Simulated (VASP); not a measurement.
Input of a VASP 6.6.1 run:

INCAR

```
SYSTEM = Si16B
PREC     = Accurate       ! precision mode
ENCUT    = 520            ! plane-wave cutoff, eV
EDIFF    = 1E-6           ! SCF threshold, eV
ISMEAR   = -1             ! smearing method
SIGMA    = 0.05           ! smearing width, eV
LREAL    = Auto         
LASPH    = .True.         ! aspherical terms in the spheres
NELM     = 150            ! most SCF steps
ALGO     = Normal         ! electronic algorithm
ISIF     = 2              ! what is computed and relaxed
LWAVE    = .False.        ! write WAVECAR
LCHARG   = .False.        ! write CHGCAR
ISPIN    = 2              ! spin polarisation
MAGMOM   = 0 0 0 0 0 0 0 0 0 0 0 0 0 0 0 0 1 ! initial moments
LORBIT   = 11             ! projections on sites
GGA      = PE             ! functional
IVDW     = 12             ! dispersion correction
IBRION   = 2              ! ionic algorithm
NSW      = 45             ! ionic steps
EDIFFG   = -0.08          ! ionic threshold
KPAR     = 2
```

The input KPOINTS:

```
regular mesh
0
Gamma
  2 2 2
  0 0 0
```

File POSCAR:

```
Si16B
1.0
    0.0000000000      5.4300000000      5.4300000000
    5.4300000000      0.0000000000      5.4300000000
    5.4300000000      5.4300000000      0.0000000000
Si B
16 1
Direct
    0.0000000000      0.0000000000      0.0000000000
    0.1250000000      0.1250000000      0.1250000000
    0.0000000000      0.0000000000      0.5000000000
    0.1250000000      0.1250000000      0.6250000000
    0.0000000000      0.5000000000      0.0000000000
    0.1250000000      0.6250000000      0.1250000000
    0.0000000000      0.5000000000      0.5000000000
    0.1250000000      0.6250000000      0.6250000000
    0.5000000000      0.0000000000      0.0000000000
    0.6250000000      0.1250000000      0.1250000000
    0.5000000000      0.0000000000      0.5000000000
    0.6250000000      0.1250000000      0.6250000000
    0.5000000000      0.5000000000      0.0000000000
    0.6250000000      0.6250000000      0.1250000000
    0.5000000000      0.5000000000      0.5000000000
    0.6250000000      0.6250000000      0.6250000000
    0.0572127000      0.3095724000      0.8273621000
```

Potentials or basis: VASP PAW PBE potentials, release 64 (Si, B).

Command:

```console
$ cat potpaw_PBE.64/Si/POTCAR potpaw_PBE.64/B/POTCAR > POTCAR
$ mpirun -np 4 vasp_std > vasp.out
```

(1) Predict the net moment.

(2) What does it give for the energy gained by relaxing?

(3) Estimate the dispersion energy per atom.

## Answers

(1) 0.00 μB per cell.

(2) 8.9 meV/atom.

(3) -0.313 eV.

Caveat: the k points lie up to 0.50 Å⁻¹ apart.
